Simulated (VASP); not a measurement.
Write the native input for VASP 6.6.1 that does the following.

- Task: single point
- Functional: PBEsol
- Potentials or basis: VASP PAW PBE potentials, release 64 (Mg, B)
- Cutoff: 520 eV
- k mesh: 14 × 14 × 10
- Occupations: gaussian, width 0.1 eV
- Spin: no spin polarisation
- Dipole correction: no
- Further INCAR settings: ALGO = Normal; EDIFF = 1e-07; NBANDS = 11

The structure of MgB2 lies in POSCAR:

```
MgB2
1.0
    3.1631746234      0.0492057613     -0.0455963104
   -1.5389738725      2.6428381156     -0.0039454515
   -0.0520699400     -0.0352652300      3.7233882400
Mg B
1 2
Direct
   -0.0015652345      0.0341207381      0.0330627306
    0.3558397340      0.6942596988      0.4763440250
    0.6457255005      0.2716195631      0.4905932444
```

This cell differs from its parent crystal: atoms moved at random and the cell strained at random.

The input as run:

INCAR

```
SYSTEM = MgB2
PREC     = Accurate       ! precision mode
ENCUT    = 520            ! plane-wave cutoff, eV
EDIFF    = 1E-7           ! SCF threshold, eV
ISMEAR   = 0              ! smearing method
SIGMA    = 0.1            ! smearing width, eV
LREAL    = .False.        ! projectors in reciprocal space
LASPH    = .True.         ! aspherical terms in the spheres
NELM     = 60             ! most SCF steps
ALGO     = Normal         ! electronic algorithm
ISIF     = 2              ! what is computed and relaxed
LWAVE    = .False.        ! write WAVECAR
LCHARG   = .False.        ! write CHGCAR
GGA      = PS             ! functional
NBANDS   = 11             ! bands
```

KPOINTS

```
regular mesh
0
Gamma
  14 14 10
  0 0 0
```

Potentials or basis: VASP PAW PBE potentials, release 64 (Mg, B).

Command:

```sh
$ cat potpaw_PBE.64/Mg/POTCAR potpaw_PBE.64/B/POTCAR > POTCAR
$ mpirun -np 1 vasp_std > vasp.out
```

It gave:

```json
{
 "Pressure": "-3.1 GPa",
 "Largest force": "4.174 eV/Å",
 "Band gap on the k mesh": "zero (bands 4 and 5 overlap by 4.09 eV)"
}
```

Caveat: the cell differs from its parent crystal (atoms moved at random and the cell strained at random); the stress differs along the axes, from -12 to 14 GPa; the PAW data sets were made with another functional, which shifts forces and pressure a little.

It took 2.2 min on 1 thread of Intel(R) Xeon(R) Platinum 8488C (Sapphire Rapids), on a shared host, peak memory 0.45 GiB.
